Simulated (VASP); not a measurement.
# WC (P-6m2) in VASP: single point with PBE

Aim: the single point of WC with PBE.

All numbers are computed with VASP 6.6.1; they aren't measurements. Logs are shortened: lines on timing, memory, paths and dates and some standing lists are left out, and cuts for length are marked.

### Step 1. The cell of the first run

It takes space group P-6m2 (No. 187, hexagonal). Conventional cell: a = 2.872 Å, b = 2.872 Å, c = 2.806 Å, α = 90.00°, β = 90.00°, γ = 120.00°. Within 2.9 Å of W (site symmetry -6m2) lie 6 C at 2.17 Å and 8 W at 2.81 to 2.87 Å. C (site symmetry -6m2) has 6 W at 2.17 Å and 8 C at 2.81 to 2.87 Å within 2.9 Å.

### Step 2. Single point, PBE

Contents of INCAR:

```
  PREC = Accurate
  ENCUT = 520
  EDIFF = 1E-6
  ISMEAR = -1
  SIGMA = 0.1
  LREAL = False
  LASPH = True
  NELM = 80
  ALGO = Normal
  ISIF = 2
  LWAVE = False
  LCHARG = True
  GGA = PE
  LELF = True
  LVHAR = True
  NBANDS = 16
```

Contents of KPOINTS:

```
regular mesh
0
Gamma
  13 13 12
```

Contents of POSCAR:

```
WC
1.0
    2.8715830000      0.0000000000      0.0000000000
   -1.4357920000      2.4868670000      0.0000000000
    0.0000000000      0.0000000000      2.8063200000
W C
1 1
Direct
    0.0000000000      0.0000000000      0.0000000000
    0.6666700000      0.3333300000      0.5000000000
```

Potentials or basis: VASP PAW PBE potentials, release 64 (W_sv, C).

Launch:

```
$ cat potpaw_PBE.64/W_sv/POTCAR potpaw_PBE.64/C/POTCAR > POTCAR
$ mpirun -np 1 vasp_std > vasp.out
```

OUTCAR:

```text
PREC = Accurate
   ENCUT = 520
   EDIFF = 1E-6
   ISMEAR = -1
   LREAL = False
   LASPH = True
   NELM = 80
   ISIF = 2
   GGA = PE

 ion  position               nearest neighbor table
   1  0.000  0.000  0.000-   2 2.17   2 2.17   2 2.17   2 2.17   2 2.17   2 2.17
   2  0.667  0.333  0.500-   1 2.17   1 2.17   1 2.17   1 2.17   1 2.17   1 2.17

  LATTYP: Found a hexagonal cell.
 ALAT       =     2.8715830000
 C/A-ratio  =     0.9772728143

  Lattice vectors:

 A1 = (   2.8715830000,   0.0000000000,   0.0000000000)
 A2 = (  -1.4357920000,   2.4868670000,   0.0000000000)
 A3 = (   0.0000000000,   0.0000000000,   2.8063200000)

Analysis of symmetry for initial positions (statically):
=====================================================================
 Subroutine PRICEL returns:
 Original cell was already a primitive cell.

 Routine SETGRP: Setting up the symmetry group for a
 hexagonal supercell.

 Subroutine GETGRP returns: Found  4 space group operations
 (whereof  4 operations were pure point group operations)
 out of a pool of 24 trial point group operations.

The static configuration has the point symmetry C_2v.

Analysis of symmetry for dynamics (positions and initial velocities):
=====================================================================
 Subroutine PRICEL returns:
 Original cell was already a primitive cell.

 Routine SETGRP: Setting up the symmetry group for a
 hexagonal supercell.

 Subroutine GETGRP returns: Found  4 space group operations
 (whereof  4 operations were pure point group operations)
 out of a pool of 24 trial point group operations.

The dynamic configuration has the point symmetry C_2v.

 Subroutine INISYM returns: Found  4 space group operations
 (whereof  4 operations are pure point group operations),
 and found     1 'primitive' translations

----------------------------------------------------------------------------------------

                                     Primitive cell

  volume of cell :      20.0406

  direct lattice vectors                    reciprocal lattice vectors
     2.871583000  0.000000000  0.000000000     0.348239978  0.201056258  0.000000000
    -1.435792000  2.486867000  0.000000000     0.000000000  0.402112377  0.000000000
     0.000000000  0.000000000  2.806320000     0.000000000  0.000000000  0.356338550

  length of vectors
     2.871583000  2.871585998  2.806320000     0.402112797  0.402112377  0.356338550

  position of ions in fractional coordinates (direct lattice)
     0.000000000  0.000000000  0.000000000
     0.666670000  0.333330000  0.500000000

  ion indices of the primitive-cell ions
   primitive index   ion index
                 1           1
                 2           2

----------------------------------------------------------------------------------------

 KPOINTS: regular mesh

Automatic generation of k-mesh.
 Grid dimensions read from file:
 generate k-points for:   13   13   12

 Generating k-lattice:

  Cartesian coordinates                     Fractional coordinates (reciprocal lattice)
     0.026787691  0.015465866  0.000000000     0.076923077 -0.000000000  0.000000000
     0.000000000  0.030931721  0.000000000     0.000000000  0.076923077  0.000000000
     0.000000000  0.000000000  0.029694879     0.000000000  0.000000000  0.083333333

  Length of vectors
     0.030931754  0.030931721  0.029694879

  Shift w.r.t. Gamma in fractional coordinates (k-lattice)
     0.000000000  0.000000000  0.000000000

 Subroutine IBZKPT returns following result:
 ===========================================

 Found    343 irreducible k-points:

 Following reciprocal coordinates:
            Coordinates               Weight
  0.000000  0.000000  0.000000      1.000000
  0.076923 -0.000000  0.000000      4.000000
 -0.076923  0.076923  0.000000      2.000000
  0.153846  0.000000  0.000000      4.000000
 -0.153846  0.153846  0.000000      2.000000
  0.230769 -0.000000  0.000000      4.000000
[... 16 lines left out ...]
 -0.076923  0.384615  0.000000      4.000000
 -0.384615  0.307692  0.000000      4.000000
 [... further k-points ...]
   k-points           NKPTS =    343   k-points in BZ     NKDIM =    343   number of bands    NBANDS=     16
   number of dos      NEDOS =    301   number of ions     NIONS =      2
   total plane-waves  NPLWV =  13824
   dimension x,y,z NGX =    24 NGY =   24 NGZ =   24
   dimension x,y,z NGXF=    48 NGYF=   48 NGZF=   48
   ions per type =               1   1
   NGX,Y,Z   is equivalent  to a cutoff of  13.89, 13.89, 14.22 a.u.
   NGXF,Y,Z  is equivalent  to a cutoff of  27.79, 27.79, 28.44 a.u.
 SYSTEM =  unknown system
   PREC   = accura    normal or accurate (medium, high low for compatibility)
   ISTART =      0    job   : 0-new  1-cont  2-samecut
   ICHARG =      2    charge: 1-file 2-atom 10-const
   ISPIN  =      1    spin polarized calculation?
   LNONCOLLINEAR =      F non collinear calculations
   LSORBIT =      F    spin-orbit coupling
   LASPH  =      T    aspherical Exc in radial PAW
   ENCUT  =  520.0 eV  38.22 Ry    6.18 a.u.   5.34  5.34  5.22*2*pi/ulx,y,z
   NELM   =     80;   NELMIN=  2; NELMDL= -5     # of ELM steps
   EDIFF  = 0.1E-05   stopping-criterion for ELM
   LREAL  =      F    real-space projection
   EDIFFG = 0.1E-04   stopping-criterion for IOM
   NSW    =      0    number of steps for IOM
   IBRION =     -1    ionic relax: 0-MD 1-quasi-New 2-CG
   NFREE  =      0    steps in history (QN), initial steepest desc. (CG)
   ISIF   =      2    stress and relaxation
   ISYM   =      2    0-nonsym 1-usesym 2-fastsym
   POTIM  = 0.5000    time-step for ionic-motion
   TEBEG  =    0.0;   TEEND  =   0.0 temperature during run
   PSTRESS=    0.0 pullay stress
   NELECT =      18.0000    total number of electrons
   NUPDOWN=      -1.0000    fix difference up-down
   EMIN   =  10.00;   EMAX   =-10.00  energy-range for DOS
   EFERMI =   0.00;   METHOD = LEGACY
   ISMEAR =    -1;   SIGMA  =   0.10  broadening in eV -4-tet -1-fermi 0-gaus
   EFERMI_NEDOS =   21; number of points for ismear=-14 and -15
   IALGO  =     38    algorithm
   IMIX   =      4    mixing-type and parameters
     AMIX     =   0.40;   BMIX     =  1.00
     AMIX_MAG =   1.60;   BMIX_MAG =  1.00
  volume/ion in A,a.u.               =      10.02        67.62
  Fermi-wavevector in a.u.,A,eV,Ry     =   1.579533  2.984884 33.945496  2.494924
  Thomas-Fermi vector in A             =   2.679898
   LORBIT       =      0    0 simple, 1 ext, 2 COOP (PROOUT), +10 PAW based schemes
   GGA     = PE    functional components
   LHFCALC =     F    Hartree Fock is set to
   AEXX    =    0.0000 exact exchange contribution
   IVDW    =     0    specifies the selected vdW correction
   LEPSILON=     F    determine dielectric tensor
   LRPA    =     F    only Hartree local field effects (RPA)
 non-spin polarized calculation
  energy-cutoff  :      520.00
  volume of cell :       20.04
 maximum number of plane-waves:       559
 NGX is ok and might be reduce to    24
   NGX = 11   NGY = 11   NGZ = 11

 number of electron      18.0000000 magnetization

 Free energy of the ion-electron system (eV)
  ---------------------------------------------------
  ext. energy  EPLUGINS =         0.00000000
  ---------------------------------------------------
  free energy    TOTEN  =       -22.38338672 eV

  energy without entropy =      -22.37411936  energy(sigma->0) =      -22.37875304

 E-fermi :  11.6043     XC(G=0): -13.9954

 val. band max:       11.5999962319   @ k =   0.4615   0.0769   0.4167
 cond. band min:      11.6460475055   @ k =   0.0000   0.0000   0.0833
 fundamental gap:      0.0460512736
 Fermi energy:        11.6042714965

 k-point     1 :       0.0000    0.0000    0.0000
  band No.  band energies     occupation
      1     -62.3407      2.00000
      2     -26.3237      2.00000
      3     -26.2047      2.00000
      4     -26.2047      2.00000
      5      -3.1353      2.00000
      6       7.0685      2.00000
[... 8 lines left out ...]
     15      26.2840      0.00000
     16      28.6555      0.00000

 k-point     2 :       0.0769   -0.0000    0.0000
  band No.  band energies     occupation
      1     -62.3368      2.00000
      2     -26.3165      2.00000
      3     -26.2610      2.00000
      4     -26.2173      2.00000
      5      -2.9722      2.00000
      6       7.1195      2.00000
[... 8 lines left out ...]
     15      25.9354      0.00000
     16      28.9966      0.00000

 k-point     3 :      -0.0769    0.0769    0.0000
  band No.  band energies     occupation
      1     -62.3368      2.00000
      2     -26.3165      2.00000
      3     -26.2610      2.00000
      4     -26.2173      2.00000
      5      -2.9722      2.00000
      6       7.1195      2.00000
[... 8 lines left out ...]
     15      25.9355      0.00000
     16      28.9964      0.00000

 k-point     4 :       0.1538    0.0000    0.0000
  band No.  band energies     occupation
      1     -62.3259      2.00000
      2     -26.4146      2.00000
      3     -26.2963      2.00000
      4     -26.2521      2.00000
      5      -2.5082      2.00000
      6       6.8319      2.00000
[... 8 lines left out ...]
     15      25.5556      0.00000
     16      29.9460      0.00000

 k-point     5 :      -0.1538    0.1538    0.0000
  band No.  band energies     occupation
      1     -62.3259      2.00000
      2     -26.4146      2.00000
      3     -26.2963      2.00000
      4     -26.2521      2.00000
      5      -2.5082      2.00000
      6       6.8319      2.00000
[... 8 lines left out ...]
     15      25.5557      0.00000
     16      29.9458      0.00000

 k-point     6 :       0.2308   -0.0000    0.0000
  band No.  band energies     occupation
      1     -62.3105      2.00000
      2     -26.6257      2.00000
      3     -26.3008      2.00000
      4     -26.2676      2.00000
      5      -1.8157      2.00000
      6       6.0750      2.00000
[... 8 lines left out ...]
     15      25.7233      0.00000
     16      30.1982      0.00000

 k-point     7 :      -0.2308    0.2308    0.0000
  band No.  band energies     occupation
      1     -62.3105      2.00000
      2     -26.6256      2.00000
      3     -26.3008      2.00000
      4     -26.2676      2.00000
      5      -1.8157      2.00000
      6       6.0750      2.00000
[... 8 lines left out ...]
     15      25.7235      0.00000
     16      30.1981      0.00000

 k-point     8 :       0.3077    0.0000    0.0000
  band No.  band energies     occupation
      1     -62.2940      2.00000
      2     -26.8430      2.00000
      3     -26.3520      2.00000
      4     -26.2371      2.00000
      5      -1.0071      2.00000
      6       5.3329      2.00000
[... 8 lines left out ...]
     15      26.6626      0.00000
     16      29.2220      0.00000

 k-point     9 :      -0.3077    0.3077    0.0000
  band No.  band energies     occupation
      1     -62.2940      2.00000
      2     -26.8430      2.00000
      3     -26.3520      2.00000
      4     -26.2371      2.00000
      5      -1.0071      2.00000
      6       5.3329      2.00000
[... 8 lines left out ...]
     15      26.6628      0.00000
     16      29.2219      0.00000
[... 172 lines left out ...]
 k-point    19 :       0.2308    0.0769    0.0000
  band No.  band energies     occupation
      1     -62.3003      2.00000
      2     -26.7453      2.00000
      3     -26.3498      2.00000
      4     -26.2487      2.00000
      5      -1.3184      2.00000
      6       5.6465      2.00000
[... 8 lines left out ...]
     15      26.1848      0.00000
     16      29.9770      0.00000

 k-point    20 :      -0.0769    0.3077    0.0000
  band No.  band energies     occupation
      1     -62.3003      2.00000
      2     -26.7453      2.00000
      3     -26.3498      2.00000
      4     -26.2487      2.00000
      5      -1.3184      2.00000
      6       5.6465      2.00000
[... 8 lines left out ...]
     15      26.1849      0.00000
     16      29.9771      0.00000

 k-point    21 :      -0.3077    0.2308    0.0000
  band No.  band energies     occupation
      1     -62.3003      2.00000
      2     -26.7453      2.00000
      3     -26.3498      2.00000
      4     -26.2487      2.00000
      5      -1.3184      2.00000
      6       5.6465      2.00000
[... 8 lines left out ...]
     15      26.1850      0.00000
     16      29.9771      0.00000

 k-point    22 :       0.3077    0.0769    0.0000
  band No.  band energies     occupation
      1     -62.2852      2.00000
      2     -26.9341      2.00000
      3     -26.4039      2.00000
      4     -26.2207      2.00000
      5      -0.5124      2.00000
      6       5.0176      2.00000
[... 8 lines left out ...]
     15      27.0536      0.00000
     16      28.5299      0.00000

 k-point    23 :      -0.0769    0.3846    0.0000
  band No.  band energies     occupation
      1     -62.2852      2.00000
      2     -26.9341      2.00000
      3     -26.4039      2.00000
      4     -26.2207      2.00000
      5      -0.5124      2.00000
      6       5.0176      2.00000
[... 8 lines left out ...]
     15      27.0537      0.00000
     16      28.5299      0.00000

 k-point    24 :      -0.3846    0.3077    0.0000
  band No.  band energies     occupation
      1     -62.2852      2.00000
      2     -26.9341      2.00000
      3     -26.4039      2.00000
      4     -26.2207      2.00000
      5      -0.5123      2.00000
      6       5.0176      2.00000
[... 8 lines left out ...]
     15      27.0538      0.00000
     16      28.5299      0.00000

 [... further k-points ...]
[... 5 lines left out ...]
  --------------------------------------------------------------------------------------
  -------------------------------------------------------------------------------------
  Total        2.7436920      2.7435588      2.8498114     -0.0001220      0.0000000      0.0000000
  in kB      219.3485756    219.3379222    227.8324452     -0.0097550      0.0000000      0.0000000
  external PRESSURE =     222.1729810 kB  Pullay stress =       0.0000000 kB

 VOLUME and BASIS-vectors are now :
 -----------------------------------------------------------------------------
  energy-cutoff  :      520.00
  volume of cell :       20.04
      direct lattice vectors                 reciprocal lattice vectors
     2.871583000  0.000000000  0.000000000     0.348239978  0.201056258  0.000000000
    -1.435792000  2.486867000  0.000000000     0.000000000  0.402112377  0.000000000
     0.000000000  0.000000000  2.806320000     0.000000000  0.000000000  0.356338550

 POSITION                                       TOTAL-FORCE (eV/Angst)
 -----------------------------------------------------------------------------------
      0.00000      0.00000      0.00000         0.000257     -0.000148      0.000000
      1.43581      0.82895      1.40316        -0.000257      0.000148      0.000000
 -----------------------------------------------------------------------------------
    total drift:                                0.000005      0.000011      0.000000

  FREE ENERGIE OF THE ION-ELECTRON SYSTEM (eV)
  ---------------------------------------------------
  free  energy   TOTEN  =       -22.3833867191 eV

  energy  without entropy=      -22.3741193564  energy(sigma->0) =      -22.37875304
```

It took 48 s on 1 thread of Intel Xeon Platinum 8488C (Sapphire Rapids), shared host; peak memory 0.23 GiB.

Results:

| Quantity | Value |
| --- | --- |
| Free energy | -22.3834 eV |
| Pressure | 22.2 GPa |
| Band gap on the k mesh | zero (band 9 reaches 12.27 eV, above the bottom of band 10 at 10.96 eV) |

Stress tensor (GPa, compression positive):
```
21.93  0.00  0.00
 0.00 21.93  0.00
 0.00  0.00 22.78
```

Caveat: spin-orbit coupling is left out, which moves the levels of the heavy elements.
